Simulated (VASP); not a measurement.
Set up this calculation in VASP 6.6.1, as the native input.

```yaml
Task: single point
Functional: PBE
Potentials_or_basis: VASP PAW PBE potentials, release 64 (Ag_sv_GW)
Cutoff: 630 eV
k_mesh: 19 × 19 × 18
Occupations: fermi-dirac, width 0.05 eV
Spin: no spin polarisation
Dipole_correction: no
Further_INCAR_settings: ALGO = Normal; EDIFF = 1e-06; NBANDS = 16
```

The structure of Ag lies in POSCAR:

```
Ag
1.0
    2.2572519036      0.0000000000      0.0000000000
   -1.1286259518      1.9548374912      0.0000000000
    0.0000000000      0.0000000000      2.1605246738
Ag
1
Direct
    0.0000000000      0.0000000000      0.0000000000
```

This isn't the form of Ag at room conditions, which is fcc.

The input as run:

INCAR

```
PREC     = Accurate       # precision mode
ENCUT    = 630            # plane-wave cutoff, eV
EDIFF    = 1E-6           # SCF threshold, eV
ISMEAR   = -1             # smearing method
SIGMA    = 0.05           # smearing width, eV
LREAL    = F              # projectors in reciprocal space
LASPH    = T              # aspherical terms in the spheres
NELM     = 120            # most SCF steps
ALGO     = Normal         # electronic algorithm
ISIF     = 2              # what is computed and relaxed
LWAVE    = F              # write WAVECAR
LCHARG   = F              # write CHGCAR
GGA      = PE             # functional
NBANDS   = 16             # bands
GGA_COMPAT= F
```

KPOINTS

```
Automatic mesh
0
Gamma
  19 19 18
```

Potentials or basis: VASP PAW PBE potentials, release 64 (Ag_sv_GW).

Command:

```bash
$ cat potpaw_PBE.64/Ag_sv_GW/POTCAR > POTCAR
$ mpirun -np 1 vasp_std > vasp.out
```

Results of the run:

* Pressure: 390.1 GPa
* Band gap on the k mesh: zero (an odd number of electrons rules out a gap without spin polarisation)

Caveat: the cell stands under pressure.

Wall time 27 s on 1 thread of Intel(R) Xeon(R) 6975P-C (Granite Rapids) (shared host), peak memory 0.2 GiB.
